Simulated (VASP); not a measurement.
Wanted: the native input for a VASP 6.6.1 run.

* Task: single point
* Functional: PBEsol
* Potentials or basis: VASP PAW PBE potentials, release 64 (Cd, S)
* Cutoff: 520 eV
* k mesh: 11 × 11 × 11
* Occupations: fermi-dirac, width 0.08 eV
* Spin: no spin polarisation
* Dipole correction: no
* Further INCAR settings: ALGO = Normal; EDIFF = 1e-06; NBANDS = 16

The structure of CdS (zincblende type) lies in POSCAR:

```
CdS
1.0
    0.0000000000      2.2316442012      2.2316442012
    2.2316442012      0.0000000000      2.2316442012
    2.2316442012      2.2316442012      0.0000000000
Cd S
1 1
Direct
    0.0000000000      0.0000000000      0.0000000000
    0.2500000000      0.2500000000      0.2500000000
```

This cell differs from its parent crystal: volume scaled by 0.45.

One way to write it, as run:

INCAR

```
SYSTEM = CdS
  ALGO = Normal
  EDIFF = 1E-6
  ENCUT = 520
  GGA = PS
  ISIF = 2
  ISMEAR = -1
  LASPH = .True.
  LCHARG = .False.
  LREAL = .False.
  LWAVE = .False.
  NBANDS = 16
  NELM = 100
  PREC = Accurate
  SIGMA = 0.08
```

KPOINTS

```
k-points
0
Gamma
  11 11 11
  0 0 0
```

Potentials or basis: VASP PAW PBE potentials, release 64 (Cd, S).

Run with:

```console
$ cat potpaw_PBE.64/Cd/POTCAR potpaw_PBE.64/S/POTCAR > POTCAR
$ mpirun -np 1 vasp_std > vasp.out
```

It gave:

The pressure is 312.1 GPa and the band gap on the k mesh is 1.24 eV, indirect (least direct gap 1.68 eV).

Caveat: the PAW data sets were made with another functional, which shifts forces and pressure a little.

Run time: 11 s on 1 thread of Intel Xeon 8259CL, on a shared host, peak memory 0.15 GiB.
